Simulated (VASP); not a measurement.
# SnB17N18 (a cell with a defect) in VASP: a series of runs

SnB17N18 (a cell with a defect) is run at these levels: PBE, HSE06; tasks: single point.

Program: VASP 6.6.1. These are calculated values, not measurements. Logs are shortened: lines on timing, memory, paths and dates and some standing lists are left out, and cuts for length are marked.

## Step 1: The cell of the first run

The cell holds a defect, 36 atoms: a = 7.465 Å, b = 7.465 Å, c = 6.495 Å, α = 90.00°, β = 90.00°, γ = 120.00°.

## Step 2: Single point, PBE

File INCAR:

```
SYSTEM = SnB17N18
PREC     = Accurate       ! precision mode
ENCUT    = 520            ! plane-wave cutoff, eV
EDIFF    = 1E-6           ! SCF threshold, eV
ISMEAR   = 0              ! smearing method
SIGMA    = 0.01           ! smearing width, eV
LREAL    = Auto         
LASPH    = .TRUE.         ! aspherical terms in the spheres
NELM     = 120            ! most SCF steps
ALGO     = Normal         ! electronic algorithm
ISIF     = 2              ! what is computed and relaxed
LWAVE    = .FALSE.        ! write WAVECAR
LCHARG   = .TRUE.         ! write CHGCAR
GGA      = PE             ! functional
LELF     = .TRUE.         ! ELF
LVHAR    = .TRUE.       
NBANDS   = 102            ! bands
NELECT   = 154.0        
GGA_COMPAT= .FALSE.      
ISYM     = -1
```

File KPOINTS:

```
explicit points
1
Reciprocal
  0.25000000   0.25000000   0.25000000 1
```

File POSCAR:

```
SnB17N18
1.0
    7.4650312844      0.0000000000      0.0000000000
   -3.7325156422      6.4649067324      0.0000000000
    0.0000000000      0.0000000000      6.4954828762
B N Sn
17 18 1
Direct
    0.1051940209      0.2094745359      0.2430496898
    0.2230746396      0.1188361377      0.7965516350
    0.1068206370      0.5439394829      0.2421259798
    0.2221504064      0.4594983706      0.7647012223
    0.1062166061      0.8754868906      0.2484708681
    0.2292906243      0.7909791101      0.8079768941
    0.4360232057      0.2028392780      0.2358530929
    0.5626965926      0.1187175073      0.7996075319
    0.4360488038      0.5464022935      0.2326888792
    0.4387131372      0.8753259689      0.2481971267
    0.5589083098      0.7945232149      0.7439786327
    0.7737084354      0.2095009590      0.2433505652
    0.8942925283      0.1216618050      0.7572304958
    0.7800690853      0.5467100762      0.2319109605
    0.9053037063      0.4596494133      0.7671389558
    0.7733385674      0.8771291534      0.2374477976
    0.9026704203      0.7949033845      0.7455539537
    0.1175672461      0.2342928682      0.7631177245
    0.2164747739      0.0987151691      0.2495298210
    0.1190397607      0.5683823590      0.8187301419
    0.2167989033      0.4322327617      0.2392964575
    0.1159378406      0.9001634729      0.8031390948
    0.2170065947      0.7656922013      0.2560820496
    0.4432267756      0.2197783779      0.8145557584
    0.5505568558      0.0985642510      0.2493308232
    0.4266869234      0.5842411514      0.6921526362
    0.5505051367      0.4322263053      0.2516056698
    0.4524545016      0.8999247299      0.8027242316
    0.5503523552      0.7657451630      0.2355561213
    0.7843212591      0.2342810392      0.7668911030
    0.8836084248      0.0988995969      0.2444021179
    0.8261824975      0.5848763574      0.6970725123
    0.8837843097      0.4321738942      0.2390059330
    0.7833253344      0.8991406138      0.7379797645
    0.8839729974      0.7659888178      0.2353276354
    0.5476470607      0.4253834978      0.5902226189
```

Potentials or basis: VASP PAW PBE potentials, release 64 (B, N, Sn_d).

Launch:

```console
$ cat potpaw_PBE.64/B/POTCAR potpaw_PBE.64/N/POTCAR potpaw_PBE.64/Sn_d/POTCAR > POTCAR
$ mpirun -np 1 vasp_std > vasp.out
```

OUTCAR:

```text
SYSTEM = SnB17N18
   PREC = Accurate
   ENCUT = 520
   EDIFF = 1E-6
   ISMEAR = 0
   LREAL = Auto
   LASPH = .TRUE.
   NELM = 120
   ISIF = 2
   GGA = PE
   NELECT = 154.0
   ISYM = -1

 ion  position               nearest neighbor table
   1  0.105  0.209  0.243-  31 1.43  19 1.44  21 1.44
   2  0.223  0.119  0.797-  22 1.41  24 1.43  18 1.45  36 2.71
   3  0.107  0.544  0.242-  21 1.43  23 1.44  33 1.44
   4  0.222  0.459  0.765-  26 1.41  20 1.41  18 1.46  36 2.81
   5  0.106  0.875  0.248-  23 1.43  35 1.44  19 1.44
   6  0.229  0.791  0.808-  22 1.44  20 1.44  28 1.44
   7  0.436  0.203  0.236-  25 1.42  19 1.42  27 1.49  36 2.71
   8  0.563  0.119  0.800-  28 1.41  24 1.43  30 1.45  36 2.71
   9  0.436  0.546  0.233-  21 1.42  29 1.42  27 1.48  36 2.77
  10  0.439  0.875  0.248-  29 1.43  23 1.43  25 1.44
  11  0.559  0.795  0.744-  26 1.42  28 1.42  34 1.45  36 2.89
  12  0.774  0.210  0.243-  31 1.43  33 1.44  25 1.44
  13  0.894  0.122  0.757-  30 1.44  18 1.44  34 1.44
  14  0.780  0.547  0.232-  33 1.41  35 1.42  27 1.49  36 2.77
  15  0.905  0.460  0.767-  32 1.41  20 1.42  30 1.46  36 2.80
  16  0.773  0.877  0.237-  35 1.43  31 1.43  29 1.44
  17  0.903  0.795  0.746-  32 1.41  22 1.43  34 1.45  36 2.89
  18  0.118  0.234  0.763-  13 1.44   2 1.45   4 1.46
  19  0.216  0.099  0.250-   7 1.42   1 1.44   5 1.44
  20  0.119  0.568  0.819-   4 1.41  15 1.42   6 1.44
  21  0.217  0.432  0.239-   9 1.42   3 1.43   1 1.44
  22  0.116  0.900  0.803-   2 1.41  17 1.43   6 1.44
  23  0.217  0.766  0.256-   5 1.43  10 1.43   3 1.44
  24  0.443  0.220  0.815-   2 1.43   8 1.43  36 1.97
  25  0.551  0.099  0.249-   7 1.42  12 1.44  10 1.44
  26  0.427  0.584  0.692-   4 1.41  11 1.42  36 1.93
  27  0.551  0.432  0.252-   9 1.48   7 1.49  14 1.49  36 2.20
  28  0.452  0.900  0.803-   8 1.41  11 1.42   6 1.44
  29  0.550  0.766  0.236-   9 1.42  10 1.43  16 1.44
  30  0.784  0.234  0.767-  13 1.44   8 1.45  15 1.46
  31  0.884  0.099  0.244-  12 1.43   1 1.43  16 1.43
  32  0.826  0.585  0.697-  15 1.41  17 1.41  36 1.94
  33  0.884  0.432  0.239-  14 1.41  12 1.44   3 1.44
  34  0.783  0.899  0.738-  13 1.44  17 1.45  11 1.45
  35  0.884  0.766  0.235-  14 1.42  16 1.43   5 1.44
  36  0.548  0.425  0.590-  26 1.93  32 1.94  24 1.97  27 2.20   2 2.71   8 2.71   7 2.71   9 2.77
                            14 2.77  15 2.80   4 2.81  17 2.89  11 2.89

IMPORTANT INFORMATION: All symmetrisations will be switched off!
NOSYMM: (Re-)initialisation of all symmetry stuff for point group C_1.

----------------------------------------------------------------------------------------

                                     Primitive cell

  volume of cell :     313.4768
[... 123 lines left out ...]
   POTIM  = 0.5000    time-step for ionic-motion
   TEBEG  =    0.0;   TEEND  =   0.0 temperature during run
   PSTRESS=    0.0 pullay stress
   NELECT =     154.0000    total number of electrons
   NUPDOWN=      -1.0000    fix difference up-down
   EMIN   =  10.00;   EMAX   =-10.00  energy-range for DOS
   EFERMI =   0.00;   METHOD = LEGACY
   ISMEAR =     0;   SIGMA  =   0.01  broadening in eV -4-tet -1-fermi 0-gaus
   EFERMI_NEDOS =   21; number of points for ismear=-14 and -15
   IALGO  =     38    algorithm
   IMIX   =      4    mixing-type and parameters
     AMIX     =   0.40;   BMIX     =  1.00
     AMIX_MAG =   1.60;   BMIX_MAG =  1.00
  volume/ion in A,a.u.               =       8.71        58.76
  Fermi-wavevector in a.u.,A,eV,Ry     =   1.291754  2.441062 22.703083  1.668629
  Thomas-Fermi vector in A             =   2.423505
   LORBIT       =      0    0 simple, 1 ext, 2 COOP (PROOUT), +10 PAW based schemes
   GGA     = PE    functional components
   LHFCALC =     F    Hartree Fock is set to
   AEXX    =    0.0000 exact exchange contribution
   IVDW    =     0    specifies the selected vdW correction
   LEPSILON=     F    determine dielectric tensor
   LRPA    =     F    only Hartree local field effects (RPA)
 non-spin polarized calculation
 Gauss-broadening in eV      SIGMA  =   0.01
  energy-cutoff  :      520.00
  volume of cell :      313.48
 maximum number of plane-waves:      8452
 NGX is ok and might be reduce to    56
   NGX = 27   NGY = 27   NGZ = 25

 number of electron     154.0000003 magnetization

 Free energy of the ion-electron system (eV)
  ---------------------------------------------------
  ext. energy  EPLUGINS =         0.00000000
  ---------------------------------------------------
  free energy    TOTEN  =      -310.82291691 eV

  energy without entropy =     -310.82291691  energy(sigma->0) =     -310.82291691

 E-fermi :   3.4727     XC(G=0): -10.4803

 val. band max:        3.3495536153   @ k =   0.2500   0.2500   0.2500
 cond. band min:       6.1199910866   @ k =   0.2500   0.2500   0.2500
 fundamental gap:      2.7704374714
 Fermi energy:         3.4726953689

 k-point     1 :       0.2500    0.2500    0.2500
  band No.  band energies     occupation
      1     -17.5368      2.00000
      2     -17.5307      2.00000
      3     -17.2766      2.00000
      4     -17.1776      2.00000
      5     -17.1323      2.00000
      6     -14.6374      2.00000
[... 81 lines left out ...]
     88      10.0025      0.00000
     89      10.1668      0.00000
 [bands above 89 left out]

------------------------ aborting loop because EDIFF is reached ----------------------------------------

  FORCE on cell =-STRESS in cart. coord.  units (eV):
  Direction    XX          YY          ZZ          XY          YZ          ZX
  --------------------------------------------------------------------------------------
  -------------------------------------------------------------------------------------
  Total       28.6802271     29.1567371      4.2033326      0.3705226      0.1833399     -0.1231746
  in kB      146.5844257    149.0198651     21.4832015      1.8937383      0.9370488     -0.6295442
  external PRESSURE =     105.6958308 kB  Pullay stress =       0.0000000 kB

 VOLUME and BASIS-vectors are now :
 -----------------------------------------------------------------------------
  energy-cutoff  :      520.00
  volume of cell :      313.48
      direct lattice vectors                 reciprocal lattice vectors
     7.465031284  0.000000000  0.000000000     0.133957911  0.077340636  0.000000000
    -3.732515642  6.464906732  0.000000000     0.000000000  0.154681273  0.000000000
     0.000000000  0.000000000  6.495482876     0.000000000  0.000000000  0.153953142

 POSITION                                       TOTAL-FORCE (eV/Angst)
 -----------------------------------------------------------------------------------
      0.00341      1.35423      1.57873        -0.000391     -0.003378      0.000071
      1.22170      0.76826      5.17399        -0.004875      0.005632      0.009993
     -1.23284      3.51652      1.57273        -0.000455      0.000521     -0.001281
     -0.05673      2.97061      4.96710         0.010446     -0.004690     -0.007222
     -2.47486      5.65994      1.61394        -0.000014      0.000530     -0.001024
     -1.24068      5.11361      5.24820        -0.002940     -0.003562      0.009875
[... 28 lines left out ...]
      3.73982      4.95205      1.52857        -0.003656     -0.007858     -0.005781
      2.50045      2.75006      3.83378         0.015897      0.071443      0.060368
 -----------------------------------------------------------------------------------
    total drift:                                0.018259      0.016497      0.005571

  FREE ENERGIE OF THE ION-ELECTRON SYSTEM (eV)
  ---------------------------------------------------
  free  energy   TOTEN  =      -310.8229169137 eV

  energy  without entropy=     -310.8229169137  energy(sigma->0) =     -310.82291691
```

stdout:

```text
POSCAR found type information on POSCAR B N Sn
 POSCAR found :  3 types and      36 ions
 scaLAPACK will be used
 LDA part: xc-table for (Slater+PW92), standard interpolation
 POSCAR, INCAR and KPOINTS ok, starting setup
 FFT: planning ... GRIDC
 FFT: planning ... GRID_SOFT
 FFT: planning ... GRID
 WAVECAR not read
 entering main loop
 the old and the new charge density differ
 old charge density:   155.00000 new  154.00000
    0.348E+01
```

Run time: 2.2 min. Hardware: 1 thread of AMD EPYC 7R43 (Zen 3), shared host; peak memory 0.33 GiB.

Results:

* Free energy: -310.8229 eV
* Largest force: 0.095 eV/Å

Forces on the atoms (eV/Å):
```
B    0.000 -0.003  0.000
B   -0.005  0.006  0.010
B    0.000  0.001 -0.001
B    0.010 -0.005 -0.007
B    0.000  0.001 -0.001
B   -0.003 -0.004  0.010
B   -0.002 -0.032 -0.009
B    0.010  0.004  0.015
B   -0.029  0.013 -0.011
B   -0.001 -0.001 -0.001
B    0.016 -0.006 -0.006
B   -0.001 -0.005 -0.005
B   -0.003  0.007 -0.014
B    0.024  0.014  0.000
B   -0.015 -0.004 -0.004
B   -0.002  0.002  0.006
B   -0.011 -0.004 -0.015
N    0.000 -0.004  0.004
N    0.001  0.004  0.000
N    0.001  0.002  0.016
N    0.006  0.001  0.000
N    0.003  0.004  0.004
N   -0.001 -0.001  0.003
N    0.000  0.002 -0.011
N   -0.001  0.006  0.002
N    0.019 -0.024 -0.031
N   -0.001 -0.005  0.017
N   -0.006  0.008  0.001
N    0.003 -0.007 -0.004
N   -0.001 -0.002  0.000
N   -0.001  0.003 -0.001
N   -0.018 -0.023 -0.023
N   -0.007  0.000 -0.001
N    0.001 -0.011  0.003
N   -0.004 -0.008 -0.006
Sn   0.016  0.071  0.060
```

Caveat: the cell carries a net charge on a neutralising background, which shifts energy and pressure; the cell is charged against a uniform background, so pressure and absolute levels hang on convention; spin-orbit coupling is left out, which moves the levels of the heavy elements.

(Continued in part 2 of 3.)
